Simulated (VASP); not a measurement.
# Mg2CdS3 (Cmc2_1) in VASP: a series of runs

Runs on Mg2CdS3. Level: PBE. Tasks: single point, relaxation of cell and atoms.

All numbers are computed with VASP 6.6.1; they aren't measurements. Logs are shortened: lines on timing, memory, paths and dates and some standing lists are left out, and cuts for length are marked.

## 1. The cell of the first run

It takes space group Cmc2_1 (No. 36, orthorhombic). The conventional cell has a = 12.280 Å, b = 7.090 Å, c = 6.621 Å, α = 90.00°, β = 90.00°, γ = 90.00°. Mg (site symmetry 1) has 4 S at 2.46 to 2.47 Å within 3.3 Å. Cd (site symmetry m) has 4 S at 2.56 to 2.57 Å within 3.4 Å. S (site symmetry m) has 2 Mg at 2.46 Å and 2 Cd at 2.56 to 2.57 Å within 3.3 Å. S (site symmetry 1) has 3 Mg at 2.47 Å and 1 Cd at 2.57 Å within 3.3 Å.

## 2. Single point, PBE

INCAR reads:

```
PREC = Accurate ; ENCUT = 520
EDIFF = 1E-6 ; ISMEAR = 0
SIGMA = 0.01 ; LREAL = F
LASPH = T ; NELM = 80
ALGO = Normal ; ISIF = 2
LWAVE = F ; LCHARG = T
GGA = PE ; LELF = T
LVHAR = T ; NBANDS = 46
```

KPOINTS reads:

```
Automatic mesh
0
Gamma
  6 6 4
```

POSCAR reads:

```
Mg2CdS3
1.0
    6.1400265812     -3.5451340157      0.0000000000
    6.1400265812      3.5451340157      0.0000000000
    0.0000000000      0.0000000000      6.6214398211
Mg Cd S
4 2 6
Direct
    0.1660519266      0.4978207022      0.5014763433
    0.8339480734      0.5021792978      0.0014763433
    0.4978207022      0.1660519266      0.0014763433
    0.5021792978      0.8339480734      0.5014763433
    0.8295462977      0.1704537023      0.5019550575
    0.1704537023      0.8295462977      0.0019550575
    0.8240356574      0.1759643426      0.1134578303
    0.1671890514      0.4890563837      0.1283172129
    0.8328109486      0.5109436163      0.6283172129
    0.1759643426      0.8240356574      0.6134578303
    0.4890563837      0.1671890514      0.6283172129
    0.5109436163      0.8328109486      0.1283172129
```

Potentials or basis: VASP PAW PBE potentials, release 64 (Mg, Cd, S).

Command:

```sh
> cat potpaw_PBE.64/Mg/POTCAR potpaw_PBE.64/Cd/POTCAR potpaw_PBE.64/S/POTCAR > POTCAR
> mpirun -np 1 vasp_std > vasp.out
```

OUTCAR:

```text
PREC = Accurate
   ENCUT = 520
   EDIFF = 1E-6
   ISMEAR = 0
   LREAL = F
   LASPH = T
   NELM = 80
   ISIF = 2
   GGA = PE

 ion  position               nearest neighbor table
   1  0.166  0.498  0.501-  10 2.46   9 2.47  11 2.47   8 2.47
   2  0.834  0.502  0.001-   7 2.46   8 2.47  12 2.47   9 2.47
   3  0.498  0.166  0.001-   7 2.46  12 2.47   8 2.47  11 2.47
   4  0.502  0.834  0.501-  10 2.46  11 2.47   9 2.47  12 2.47
   5  0.830  0.170  0.502-  10 2.56   9 2.57  11 2.57   7 2.57
   6  0.170  0.830  0.002-   7 2.56   8 2.57  12 2.57  10 2.57
   7  0.824  0.176  0.113-   2 2.46   3 2.46   6 2.56   5 2.57
   8  0.167  0.489  0.128-   2 2.47   3 2.47   1 2.47   6 2.57
   9  0.833  0.511  0.628-   1 2.47   4 2.47   2 2.47   5 2.57
  10  0.176  0.824  0.613-   1 2.46   4 2.46   5 2.56   6 2.57
  11  0.489  0.167  0.628-   4 2.47   1 2.47   3 2.47   5 2.57
  12  0.511  0.833  0.128-   3 2.47   2 2.47   4 2.47   6 2.57

  LATTYP: Found a base centered orthorhombic cell.
 ALAT       =     7.0902680314
 B/A-ratio  =     1.7319589482
 C/A-ratio  =     0.9338772232

  Lattice vectors:

 A1 = (  -6.1400265812,  -3.5451340157,   0.0000000000)
 A2 = (   6.1400265812,  -3.5451340157,   0.0000000000)
 A3 = (   0.0000000000,   0.0000000000,   6.6214398211)

Analysis of symmetry for initial positions (statically):
=====================================================================
 Subroutine PRICEL returns:
 Original cell was already a primitive cell.

 Routine SETGRP: Setting up the symmetry group for a
 base centered orthorhombic supercell.

 Subroutine GETGRP returns: Found  4 space group operations
 (whereof  2 operations were pure point group operations)
 out of a pool of  8 trial point group operations.

The static configuration has the point symmetry C_1h.
 The point group associated with its full space group is C_2v.

Analysis of symmetry for dynamics (positions and initial velocities):
=====================================================================
 Subroutine PRICEL returns:
 Original cell was already a primitive cell.

 Routine SETGRP: Setting up the symmetry group for a
 base centered orthorhombic supercell.

 Subroutine GETGRP returns: Found  4 space group operations
 (whereof  2 operations were pure point group operations)
 out of a pool of  8 trial point group operations.

The dynamic configuration has the point symmetry C_1h.
 The point group associated with its full space group is C_2v.
[... 130 lines left out ...]
   NELECT =      68.0000    total number of electrons
   NUPDOWN=      -1.0000    fix difference up-down
   EMIN   =  10.00;   EMAX   =-10.00  energy-range for DOS
   EFERMI =   0.00;   METHOD = LEGACY
   ISMEAR =     0;   SIGMA  =   0.01  broadening in eV -4-tet -1-fermi 0-gaus
   EFERMI_NEDOS =   21; number of points for ismear=-14 and -15
   IALGO  =     38    algorithm
   IMIX   =      4    mixing-type and parameters
     AMIX     =   0.40;   BMIX     =  1.00
     AMIX_MAG =   1.60;   BMIX_MAG =  1.00
  volume/ion in A,a.u.               =      24.02       162.11
  Fermi-wavevector in a.u.,A,eV,Ry     =   1.011539  1.911532 13.921636  1.023211
  Thomas-Fermi vector in A             =   2.144595
   LORBIT       =      0    0 simple, 1 ext, 2 COOP (PROOUT), +10 PAW based schemes
   GGA     = PE    functional components
   LHFCALC =     F    Hartree Fock is set to
   AEXX    =    0.0000 exact exchange contribution
   IVDW    =     0    specifies the selected vdW correction
   LEPSILON=     F    determine dielectric tensor
   LRPA    =     F    only Hartree local field effects (RPA)
 non-spin polarized calculation
 Gauss-broadening in eV      SIGMA  =   0.01
  energy-cutoff  :      520.00
  volume of cell :      288.26
 maximum number of plane-waves:      7827
 NGX is ok and might be reduce to    54
   NGX = 27   NGY = 27   NGZ = 25

 number of electron      68.0000004 magnetization

 Free energy of the ion-electron system (eV)
  ---------------------------------------------------
  ext. energy  EPLUGINS =         0.00000000
  ---------------------------------------------------
  free energy    TOTEN  =       -46.25173726 eV

  energy without entropy =      -46.25173726  energy(sigma->0) =      -46.25173726

 E-fermi :   1.0368     XC(G=0):  -8.5446

 val. band max:        0.9486279273   @ k =   0.0000   0.0000   0.0000
 cond. band min:       3.5113474736   @ k =   0.0000   0.0000   0.0000
 fundamental gap:      2.5627195463
 Fermi energy:         1.0367726801

 k-point     1 :       0.0000    0.0000    0.0000
  band No.  band energies     occupation
      1     -10.5745      2.00000
      2     -10.0525      2.00000
      3      -9.9260      2.00000
      4      -9.8764      2.00000
      5      -9.8527      2.00000
      6      -9.8491      2.00000
[... 1165 lines left out ...]
     45       7.7180      0.00000
     46       7.8825      0.00000

 [... further k-points ...]

------------------------ aborting loop because EDIFF is reached ----------------------------------------

  FORCE on cell =-STRESS in cart. coord.  units (eV):
  Direction    XX          YY          ZZ          XY          YZ          ZX
  --------------------------------------------------------------------------------------
  -------------------------------------------------------------------------------------
  Total        0.0123995      0.0174288      0.0174599      0.0000000      0.0000000      0.0000000
  in kB        0.0689175      0.0968710      0.0970436      0.0000000      0.0000000      0.0000000
  external PRESSURE =       0.0876107 kB  Pullay stress =       0.0000000 kB

 VOLUME and BASIS-vectors are now :
 -----------------------------------------------------------------------------
  energy-cutoff  :      520.00
  volume of cell :      288.26
      direct lattice vectors                 reciprocal lattice vectors
     6.140026581 -3.545134016  0.000000000     0.081432872 -0.141038392  0.000000000
     6.140026581  3.545134016  0.000000000     0.081432872  0.141038392  0.000000000
     0.000000000  0.000000000  6.621439821     0.000000000  0.000000000  0.151024555

 POSITION                                       TOTAL-FORCE (eV/Angst)
 -----------------------------------------------------------------------------------
      4.07620      1.17616      3.32050        -0.000260     -0.000081      0.000779
      8.20386     -1.17616      0.00978         0.000260      0.000081      0.000779
      4.07620     -1.17616      0.00978        -0.000260      0.000081      0.000779
      8.20386      1.17616      3.32050         0.000260     -0.000081      0.000779
      6.14003     -2.33657      3.32367         0.000000      0.001536     -0.000564
      6.14003      2.33657      0.01295         0.000000     -0.001536     -0.000564
      6.14003     -2.29750      0.75125         0.000000      0.036251     -0.025004
      4.02936      1.14106      0.84964        -0.030272     -0.017010      0.012004
      8.25069     -1.14106      4.16036         0.030272      0.017010      0.012004
      6.14003      2.29750      4.06197         0.000000     -0.036251     -0.025004
      4.02936     -1.14106      4.16036        -0.030272      0.017010      0.012004
      8.25069      1.14106      0.84964         0.030272     -0.017010      0.012004
 -----------------------------------------------------------------------------------
    total drift:                               -0.000001      0.000000     -0.001067

  FREE ENERGIE OF THE ION-ELECTRON SYSTEM (eV)
  ---------------------------------------------------
  free  energy   TOTEN  =       -46.2517372560 eV

  energy  without entropy=      -46.2517372560  energy(sigma->0) =      -46.25173726
```

Wall time 12 min (1 thread of Intel Xeon Platinum 8259CL at 2.50GHz (Skylake/Cascade Lake), shared host); peak memory 0.66 GiB.

Results:

```yaml
Free_energy: -46.2517 eV
Pressure: 0.0 GPa
Largest_force: 0.044 eV/Å
Band_gap_on_the_k_mesh: 2.56 eV
```

Forces on the atoms (eV/Å):
```
Mg   0.000  0.000  0.001
Mg   0.000  0.000  0.001
Mg   0.000  0.000  0.001
Mg   0.000  0.000  0.001
Cd   0.000  0.002 -0.001
Cd   0.000 -0.002 -0.001
S    0.000  0.036 -0.025
S   -0.030 -0.017  0.012
S    0.030  0.017  0.012
S    0.000 -0.036 -0.025
S   -0.030  0.017  0.012
S    0.030 -0.017  0.012
```

A k mesh can miss the band edges.

(Continued in part 2 of 2.)
